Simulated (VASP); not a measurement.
# Ta (I4/mmm) in VASP: a series of runs

The runs below take Ta through single point, with PBEsol.

Everything below comes from runs of VASP 6.6.1. Logs are shortened: lines on timing, memory, paths and dates and some standing lists are left out, and cuts for length are marked.

## 1. The cell of the first run

The structure is tetragonal, space group I4/mmm (No. 139). Conventional cell: a = 3.170 Å, b = 3.170 Å, c = 3.038 Å, α = 90.00°, β = 90.00°, γ = 90.00°. Within 3.6 Å of Ta (site symmetry 4/mmm) lie 14 Ta at 2.71 to 3.17 Å.

## 2. Single point, PBEsol (strain -0.040 along x and y, -0.080 along z)

File INCAR:

```
PREC = Accurate
ENCUT = 520
EDIFF = 1E-7
ISMEAR = 0
SIGMA = 0.15
LREAL = F
LASPH = T
NELM = 60
ALGO = Normal
ISIF = 2
LWAVE = F
LCHARG = T
GGA = PS
LELF = T
LVHAR = T
NBANDS = 12
```

File KPOINTS:

```
Automatic mesh
0
Gamma
  20 20 20
```

File POSCAR:

```
Ta
1.0
   -1.5852288000      1.5852288000      1.5191776000
    1.5852288000     -1.5852288000      1.5191776000
    1.5852288000      1.5852288000     -1.5191776000
Ta
1
Direct
    0.0000000000      0.0000000000      0.0000000000
```

Potentials or basis: VASP PAW PBE potentials, release 64 (Ta_pv).

The run is started by

```bash
$ cat potpaw_PBE.64/Ta_pv/POTCAR > POTCAR
$ mpirun -np 1 vasp_std > vasp.out
```

OUTCAR:

```text
PREC = Accurate
   ENCUT = 520
   EDIFF = 1E-7
   ISMEAR = 0
   LREAL = F
   LASPH = T
   NELM = 60
   ISIF = 2
   GGA = PS

 ion  position               nearest neighbor table
   1  0.000  0.000  0.000-

  LATTYP: Found a body centered tetragonal cell.
 ALAT       =     3.1704576000
 C/A-ratio  =     0.9583333333

  Lattice vectors:

 A1 = (  -1.5852288000,   1.5852288000,   1.5191776000)
 A2 = (   1.5852288000,  -1.5852288000,   1.5191776000)
 A3 = (   1.5852288000,   1.5852288000,  -1.5191776000)

Analysis of symmetry for initial positions (statically):
=====================================================================
 Subroutine PRICEL returns:
 Original cell was already a primitive cell.

 Routine SETGRP: Setting up the symmetry group for a
 body centered tetragonal supercell.

 Subroutine GETGRP returns: Found 16 space group operations
 (whereof 16 operations were pure point group operations)
 out of a pool of 16 trial point group operations.

The static configuration has the point symmetry D_4h.

Analysis of symmetry for dynamics (positions and initial velocities):
=====================================================================
 Subroutine PRICEL returns:
 Original cell was already a primitive cell.

 Routine SETGRP: Setting up the symmetry group for a
 body centered tetragonal supercell.

 Subroutine GETGRP returns: Found 16 space group operations
 (whereof 16 operations were pure point group operations)
 out of a pool of 16 trial point group operations.

The dynamic configuration has the point symmetry D_4h.

 Subroutine INISYM returns: Found 16 space group operations
 (whereof 16 operations are pure point group operations),
 and found     1 'primitive' translations

----------------------------------------------------------------------------------------

                                     Primitive cell

  volume of cell :      15.2705

  direct lattice vectors                    reciprocal lattice vectors
    -1.585228800  1.585228800  1.519177600     0.000000000  0.315411882  0.329125443
     1.585228800 -1.585228800  1.519177600     0.315411882  0.000000000  0.329125443
     1.585228800  1.585228800 -1.519177600     0.315411882  0.315411882  0.000000000

  length of vectors
     2.708099200  2.708099200  2.708099200     0.455859861  0.455859861  0.446059762

  position of ions in fractional coordinates (direct lattice)
     0.000000000  0.000000000  0.000000000

  ion indices of the primitive-cell ions
   primitive index   ion index
                 1           1

----------------------------------------------------------------------------------------

 KPOINTS: Automatic mesh

Automatic generation of k-mesh.
 Grid dimensions read from file:
 generate k-points for:   20   20   20

 Generating k-lattice:

  Cartesian coordinates                     Fractional coordinates (reciprocal lattice)
     0.000000000  0.015770594  0.016456272     0.050000000 -0.000000000  0.000000000
     0.015770594  0.000000000  0.016456272    -0.000000000  0.050000000  0.000000000
     0.015770594  0.015770594  0.000000000     0.000000000  0.000000000  0.050000000

  Length of vectors
     0.022792993  0.022792993  0.022302988

  Shift w.r.t. Gamma in fractional coordinates (k-lattice)
     0.000000000  0.000000000  0.000000000

 Subroutine IBZKPT returns following result:
 ===========================================

 Found    641 irreducible k-points:

 Following reciprocal coordinates:
            Coordinates               Weight
  0.000000  0.000000  0.000000      1.000000
  0.050000 -0.000000  0.000000      8.000000
  0.100000 -0.000000  0.000000      8.000000
  0.150000  0.000000  0.000000      8.000000
  0.200000 -0.000000  0.000000      8.000000
  0.250000 -0.000000  0.000000      8.000000
[... 16 lines left out ...]
 -0.400000  0.050000  0.000000     16.000000
 -0.350000  0.050000  0.000000     16.000000
 [... further k-points ...]
   k-points           NKPTS =    641   k-points in BZ     NKDIM =    641   number of bands    NBANDS=     12
   number of dos      NEDOS =    301   number of ions     NIONS =      1
   total plane-waves  NPLWV =   8000
   dimension x,y,z NGX =    20 NGY =   20 NGZ =   20
   dimension x,y,z NGXF=    40 NGYF=   40 NGZF=   40
   ions per type =               1
   NGX,Y,Z   is equivalent  to a cutoff of  12.28, 12.28, 12.28 a.u.
   NGXF,Y,Z  is equivalent  to a cutoff of  24.56, 24.56, 24.56 a.u.
 SYSTEM =  unknown system
   PREC   = accura    normal or accurate (medium, high low for compatibility)
   ISTART =      0    job   : 0-new  1-cont  2-samecut
   ICHARG =      2    charge: 1-file 2-atom 10-const
   ISPIN  =      1    spin polarized calculation?
   LNONCOLLINEAR =      F non collinear calculations
   LSORBIT =      F    spin-orbit coupling
   LASPH  =      T    aspherical Exc in radial PAW
   ENCUT  =  520.0 eV  38.22 Ry    6.18 a.u.   5.04  5.04  5.04*2*pi/ulx,y,z
   NELM   =     60;   NELMIN=  2; NELMDL= -5     # of ELM steps
   EDIFF  = 0.1E-06   stopping-criterion for ELM
   LREAL  =      F    real-space projection
   EDIFFG = 0.1E-05   stopping-criterion for IOM
   NSW    =      0    number of steps for IOM
   IBRION =     -1    ionic relax: 0-MD 1-quasi-New 2-CG
   NFREE  =      0    steps in history (QN), initial steepest desc. (CG)
   ISIF   =      2    stress and relaxation
   ISYM   =      2    0-nonsym 1-usesym 2-fastsym
   POTIM  = 0.5000    time-step for ionic-motion
   TEBEG  =    0.0;   TEEND  =   0.0 temperature during run
   PSTRESS=    0.0 pullay stress
   NELECT =      11.0000    total number of electrons
   NUPDOWN=      -1.0000    fix difference up-down
   EMIN   =  10.00;   EMAX   =-10.00  energy-range for DOS
   EFERMI =   0.00;   METHOD = LEGACY
   ISMEAR =     0;   SIGMA  =   0.15  broadening in eV -4-tet -1-fermi 0-gaus
   EFERMI_NEDOS =   21; number of points for ismear=-14 and -15
   IALGO  =     38    algorithm
   IMIX   =      4    mixing-type and parameters
     AMIX     =   0.40;   BMIX     =  1.00
     AMIX_MAG =   1.60;   BMIX_MAG =  1.00
  volume/ion in A,a.u.               =      15.27       103.05
  Fermi-wavevector in a.u.,A,eV,Ry     =   1.467534  2.773238 29.302279  2.153657
  Thomas-Fermi vector in A             =   2.583140
   LORBIT       =      0    0 simple, 1 ext, 2 COOP (PROOUT), +10 PAW based schemes
   GGA     = PS    functional components
   LHFCALC =     F    Hartree Fock is set to
   AEXX    =    0.0000 exact exchange contribution
   IVDW    =     0    specifies the selected vdW correction
   LEPSILON=     F    determine dielectric tensor
   LRPA    =     F    only Hartree local field effects (RPA)
 non-spin polarized calculation
 Gauss-broadening in eV      SIGMA  =   0.15
  energy-cutoff  :      520.00
  volume of cell :       15.27
 maximum number of plane-waves:       424
   NGX =  9   NGY =  9   NGZ =  9

 number of electron      11.0000000 magnetization

 Free energy of the ion-electron system (eV)
  ---------------------------------------------------
  ext. energy  EPLUGINS =         0.00000000
  ---------------------------------------------------
  free energy    TOTEN  =       -12.27544840 eV

  energy without entropy =      -12.26234670  energy(sigma->0) =      -12.26889755

 E-fermi :   6.7467     XC(G=0): -13.5966

 val. band max:        6.7397489458   @ k =  -0.2000   0.3500   0.1500
 cond. band min:       6.7563325342   @ k =  -0.2000  -0.2000   0.2000
 fundamental gap:      0.0165835884
 Fermi energy:         6.7466637171

 k-point     1 :       0.0000    0.0000    0.0000
  band No.  band energies     occupation
      1     -25.6183      2.00000
      2     -25.6183      2.00000
      3     -25.6062      2.00000
      4      -1.7888      2.00000
      5       6.9891      0.02228
      6       7.6608      0.00000
      7       7.6608      0.00000
      8      10.8047      0.00000
      9      11.7680      0.00000
     10      21.9576      0.00000
     11      22.2951      0.00000
     12      22.2951      0.00000

 k-point     2 :       0.0500   -0.0000    0.0000
  band No.  band energies     occupation
      1     -25.6683      2.00000
      2     -25.6350      2.00000
      3     -25.6132      2.00000
      4      -1.6463      2.00000
      5       6.9989      0.01742
      6       7.6264      0.00000
      7       7.6889      0.00000
      8      10.7760      0.00000
      9      11.6337      0.00000
     10      21.9574      0.00000
     11      22.5405      0.00000
     12      22.5612      0.00000

 k-point     3 :       0.1000   -0.0000    0.0000
  band No.  band energies     occupation
      1     -25.8267      2.00000
      2     -25.6830      2.00000
      3     -25.6175      2.00000
      4      -1.2348      2.00000
      5       6.8659      0.26094
      6       7.4936      0.00000
      7       7.9548      0.00000
      8      10.6870      0.00000
      9      11.3881      0.00000
     10      21.9571      0.00000
     11      23.1027      0.00000
     12      23.2531      0.00000
[... 286 lines left out ...]
 k-point    23 :      -0.4000    0.0500    0.0000
  band No.  band energies     occupation
      1     -27.3275      2.00000
      2     -26.1834      2.00000
      3     -25.6758      2.00000
      4       1.7445      2.00000
      5       4.7709      2.00000
      6       7.5675      0.00000
      7      11.5012      0.00000
      8      12.2136      0.00000
      9      14.1964      0.00000
     10      20.8247      0.00000
     11      21.9308      0.00000
     12      23.4955      0.00000

 k-point    24 :      -0.3500    0.0500    0.0000
  band No.  band energies     occupation
      1     -27.1005      2.00000
      2     -26.1013      2.00000
      3     -25.6675      2.00000
      4       1.6560      2.00000
      5       5.0715      2.00000
      6       6.8229      0.47241
      7      11.2322      0.00000
      8      11.8911      0.00000
      9      12.7951      0.00000
     10      21.7394      0.00000
     11      21.9747      0.00000
     12      24.9208      0.00000

 [... further k-points ...]

------------------------ aborting loop because EDIFF is reached ----------------------------------------

  FORCE on cell =-STRESS in cart. coord.  units (eV):
  Direction    XX          YY          ZZ          XY          YZ          ZX
  --------------------------------------------------------------------------------------
  -------------------------------------------------------------------------------------
  Total        3.6294201      3.6294201      4.3050004      0.0000000      0.0000000      0.0000000
  in kB      380.7986331    380.7986331    451.6804875      0.0000000      0.0000000      0.0000000
  external PRESSURE =     404.4259179 kB  Pullay stress =       0.0000000 kB

 VOLUME and BASIS-vectors are now :
 -----------------------------------------------------------------------------
  energy-cutoff  :      520.00
  volume of cell :       15.27
      direct lattice vectors                 reciprocal lattice vectors
    -1.585228800  1.585228800  1.519177600     0.000000000  0.315411882  0.329125443
     1.585228800 -1.585228800  1.519177600     0.315411882  0.000000000  0.329125443
     1.585228800  1.585228800 -1.519177600     0.315411882  0.315411882  0.000000000

 POSITION                                       TOTAL-FORCE (eV/Angst)
 -----------------------------------------------------------------------------------
      0.00000      0.00000      0.00000        -0.000000      0.000000      0.000000
 -----------------------------------------------------------------------------------
    total drift:                                0.000000     -0.000000      0.000000

  FREE ENERGIE OF THE ION-ELECTRON SYSTEM (eV)
  ---------------------------------------------------
  free  energy   TOTEN  =       -12.2754484036 eV

  energy  without entropy=      -12.2623466958  energy(sigma->0) =      -12.26889755
```

Wall time 2.3 min (1 thread of AMD EPYC 7R13, shared host); peak memory 0.22 GiB.

Results:

- Free energy: -12.2754 eV
- Pressure: 40.4 GPa
- Band gap on the k mesh: zero (an odd number of electrons rules out a gap without spin polarisation)

Caveat: the cell differs from its parent crystal (strain -0.040 along x and y, -0.080 along z); the stress differs along the axes, from 38 to 45 GPa; the PAW data sets were made with another functional, which shifts forces and pressure a little; spin-orbit coupling is left out, which moves the levels of the heavy elements.

## 3. Single point, PBEsol (strain -0.040 along x and y, +0.000 along z)

File INCAR:

```
SYSTEM = Ta
ALGO = Normal ; EDIFF = 1E-7
ENCUT = 520 ; GGA = PS
ISIF = 2 ; ISMEAR = 0
LASPH = .TRUE. ; LCHARG = .TRUE.
LELF = .TRUE. ; LREAL = .FALSE.
LVHAR = .TRUE. ; LWAVE = .FALSE.
NBANDS = 12 ; NELM = 100
PREC = Accurate ; SIGMA = 0.15
```

File KPOINTS:

```
k-points
0
G
  20 20 20
  0 0 0
```

File POSCAR:

```
Ta
1.0
   -1.5852288000      1.5852288000      1.6512800000
    1.5852288000     -1.5852288000      1.6512800000
    1.5852288000      1.5852288000     -1.6512800000
Ta
1
Direct
    0.0000000000      0.0000000000      0.0000000000
```

Potentials or basis: VASP PAW PBE potentials, release 64 (Ta_pv).

The run is started by

```bash
$ cat potpaw_PBE.64/Ta_pv/POTCAR > POTCAR
$ mpirun -np 1 vasp_std > vasp.out
```

Run time: 2.4 min. Hardware: 1 thread of AMD EPYC 7R13, shared host; peak memory 0.25 GiB.

The run converged. Its results:

```yaml
Free_energy: -12.5010 eV
Pressure: 15.2 GPa
Band_gap_on_the_k_mesh: zero (an odd number of electrons rules out a gap without spin polarisation)
```

Stress tensor (GPa, compression positive):
```
17.11  0.00  0.00
 0.00 17.11  0.00
 0.00  0.00 11.33
```

Levels at points of the mesh, in eV from the Fermi level:
| k point | band 3 | band 4 | band 5 | band 6 | band 7 | band 8 |
| --- | --- | --- | --- | --- | --- | --- |
| (0.00, 0.00, 0.00) | -32.69 | -8.23 | 0.55 | 0.55 | 1.10 | 3.88 |
| (0.50, 0.00, 0.00) | -32.69 | -4.77 | -1.60 | 1.93 | 3.85 | 5.36 |
| (0.50, 0.50, 0.00) | -32.74 | -4.77 | -2.18 | 2.26 | 4.74 | 5.63 |
| (0.50, 0.50, 0.50) | -33.70 | -4.39 | -4.25 | 7.42 | 7.61 | 7.61 |

Caveat: the cell differs from its parent crystal (strain -0.040 along x and y, +0.000 along z); the stress differs along the axes, from 11 to 17 GPa; the PAW data sets were made with another functional, which shifts forces and pressure a little; spin-orbit coupling is left out, which moves the levels of the heavy elements.

## 4. Single point, PBEsol (strain +0.000 along x and y, -0.040 along z)

File INCAR:

```
SYSTEM = Ta
PREC = Accurate ; ENCUT = 520
EDIFF = 1E-6 ; ISMEAR = 0
SIGMA = 0.15 ; LREAL = .FALSE.
LASPH = .TRUE. ; NELM = 60
ALGO = Fast ; ISIF = 2
LWAVE = .FALSE. ; LCHARG = .TRUE.
GGA = PS ; LELF = .TRUE.
LVHAR = .TRUE. ; NBANDS = 12
```

File KPOINTS:

```
regular mesh
0
G
  20 20 20
  0 0 0
```

File POSCAR:

```
Ta
1.0
   -1.6512800000      1.6512800000      1.5852288000
    1.6512800000     -1.6512800000      1.5852288000
    1.6512800000      1.6512800000     -1.5852288000
Ta
1
Direct
    0.0000000000      0.0000000000      0.0000000000
```

The run is started by

```bash
$ cat potpaw_PBE.64/Ta_pv/POTCAR > POTCAR
$ mpirun -np 1 vasp_std > vasp.out
```

It took 2.3 min on 1 thread of AMD EPYC 7R13, shared host; peak memory 0.25 GiB.

It converged, with:

```yaml
Free_energy: -12.5443 eV
Pressure: 5.2 GPa
Band_gap_on_the_k_mesh: zero (an odd number of electrons rules out a gap without spin polarisation)
```

Stress tensor (GPa, compression positive):
```
3.44 0.00 0.00
0.00 3.44 0.00
0.00 0.00 8.67
```

Levels at points of the mesh, in eV from the Fermi level:
| k point | band 4 | band 5 | band 6 | band 7 | band 8 | band 9 |
| --- | --- | --- | --- | --- | --- | --- |
| (0.00, 0.00, 0.00) | -8.08 | 0.37 | 0.93 | 0.93 | 3.74 | 4.51 |
| (0.50, 0.00, 0.00) | -4.56 | -1.85 | 1.93 | 4.16 | 5.41 | 8.24 |
| (0.50, 0.50, 0.00) | -4.58 | -1.28 | 1.61 | 3.55 | 4.88 | 8.14 |
| (0.50, 0.50, 0.50) | -4.12 | -3.99 | 7.13 | 7.13 | 7.32 | 8.70 |

Caveat: the cell differs from its parent crystal (strain +0.000 along x and y, -0.040 along z); the stress differs along the axes, from 3 to 9 GPa; the PAW data sets were made with another functional, which shifts forces and pressure a little; spin-orbit coupling is left out, which moves the levels of the heavy elements.

## 5. The runs side by side

| cell | gap on the mesh (eV) | pressure (GPa) |
| --- | --- | --- |
| a = 2.708 Å, angles 108.3, 108.3, 111.8°, 1 atom | none | 40.4 |
| a = 2.784 Å, angles 110.6, 110.6, 107.3°, 1 atom | none | 15.2 |
| a = 2.822 Å, angles 108.4, 108.4, 111.7°, 1 atom | none | 5.2 |

Alike in all rows: task single point; level PBEsol; potentials or basis VASP PAW PBE potentials, release 64 (Ta_pv); no spin polarisation; k mesh 20 × 20 × 20; cutoff (eV) 520; smearing gaussian 0.15 eV.

Caveats: the PAW data sets were made with another functional, which shifts forces and pressure a little; spin-orbit coupling is left out, which moves the levels of the heavy elements; the stress differs along the axes, from 38 to 45 GPa (at least some runs); the stress differs along the axes, from 11 to 17 GPa (at least some runs); the stress differs along the axes, from 3 to 9 GPa (at least some runs).

Absolute energies hang on the potentials; compare differences alone.
